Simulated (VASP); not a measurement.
Crystal: AlN.

```xyz
4
Lattice="3.1100 0.0000 0.0000 -1.5550 2.6933 0.0000 0.0000 0.0000 4.9800" Properties=species:S:1:pos:R:3 pbc="T T T"
Al    0.0000    1.7956    0.0000
Al    1.5550    0.8978    2.4900
N     0.0000    1.7956    1.9024
N     1.5550    0.8978    4.3924
```

```yaml
Program: VASP 6.6.1
Task: relaxation of cell and atoms
Functional: LDA
Potentials_or_basis: VASP PAW LDA potentials, release 64 (Al, N)
Cutoff: 600 eV
k_mesh: 9 × 9 × 6
Occupations: gaussian, width 0.01 eV
Spin: no spin polarisation
```

At the start: pressure -3.8 GPa; volume 10.43 Å³/atom.

Where does the relaxation end?

Over 14 steps the energy falls by 2.3 meV/atom and the volume is 10.24 Å³/atom (-1.8 %); space group P6_3mc (No. 186, to 0.1 Å) before and after.

Step by step:
| step | energy change (eV) | largest force (eV/Å) | pressure (GPa) | volume (Å³) |
| --- | --- | --- | --- | --- |
| 1 | 0.0000 | 0.0158 | -3.83 | 41.71 |
| 2 | -0.0006 | 0.0168 | 3.88 | 40.23 |
| 3 | -0.0092 | 0.0005 | -0.02 | 40.95 |
| 4 | -0.0092 | 0.0007 | 0.06 | 40.94 |
| 5 | -0.0092 | 0.0051 | -0.04 | 40.95 |
| 6 | -0.0092 | 0.0043 | -0.03 | 40.95 |
| 7 | -0.0092 | 0.0036 | -0.01 | 40.95 |
| 8 | -0.0092 | 0.0035 | -0.01 | 40.95 |
| 9 | -0.0092 | 0.0036 | -0.01 | 40.95 |
| 10 | -0.0092 | 0.0038 | -0.02 | 40.95 |
| 11 | -0.0092 | 0.0013 | -0.01 | 40.95 |
| 12 | -0.0092 | 0.0026 | 0.01 | 40.94 |
| 13 | -0.0092 | 0.0009 | 0.01 | 40.94 |
| 14 | -0.0092 | 0.0003 | 0.00 | 40.95 |

Final structure:
```
Al N
1.0
     3.09122    0.00000    0.00000
    -1.54561    2.67707    0.00000
     0.00000    0.00000    4.94783
Al N
2 2
Direct
  0.33333 0.66667 0.00003
  0.66667 0.33333 0.50003
  0.33333 0.66667 0.38197
  0.66667 0.33333 0.88197
```
